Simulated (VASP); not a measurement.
## AlN: single point with PBE+D4

Crystal: AlN.

```
CELL_PARAMETERS angstrom
0.00000 2.18399 2.18399
2.18399 0.00000 2.18399
2.18399 2.18399 0.00000
ATOMIC_POSITIONS crystal
Al 0.00000 0.00000 0.00000
N 0.25000 0.25000 0.25000
```

| Quantity | Value |
| --- | --- |
| Program | VASP 6.6.1 |
| Task | single point |
| Functional | PBE |
| Dispersion | D4 |
| Potentials or basis | VASP PAW PBE potentials, release 64 (Al, N) |
| Cutoff | 600 eV |
| k mesh | 10 × 10 × 10 |
| Occupations | fermi-dirac, width 0.05 eV |
| Spin | no spin polarisation |
| Dipole correction | no |
| Further INCAR settings | ALGO = Normal; EDIFF = 1e-06; NBANDS = 11 |

```yaml
Pressure: -0.2 GPa
Band_gap_on_the_k_mesh: 3.32 eV, indirect (least direct gap 4.20 eV)
Dispersion_energy_per_atom: -0.308 eV
```

Levels at points of the mesh, in eV from the valence-band top:
```
           k point  band 1  band 2  band 3  band 4  band 5  band 6  band 7  band 8
(0.00, 0.00, 0.00)  -14.98    0.00    0.00    0.00    4.20   12.56   12.56   12.56
(0.50, 0.00, 0.00)  -12.93   -5.85   -0.48   -0.48    7.38    9.87   11.15   11.15
(0.50, 0.50, 0.00)  -12.30   -4.90   -1.77   -1.77    3.32    8.62   13.96   15.73
```

Wall time 29 s on 1 thread of Intel Xeon 8259CL, with other jobs on the host, peak memory 0.15 GiB.

A k mesh can miss the band edges. As with any semilocal functional, this PBE gap is likely too small.
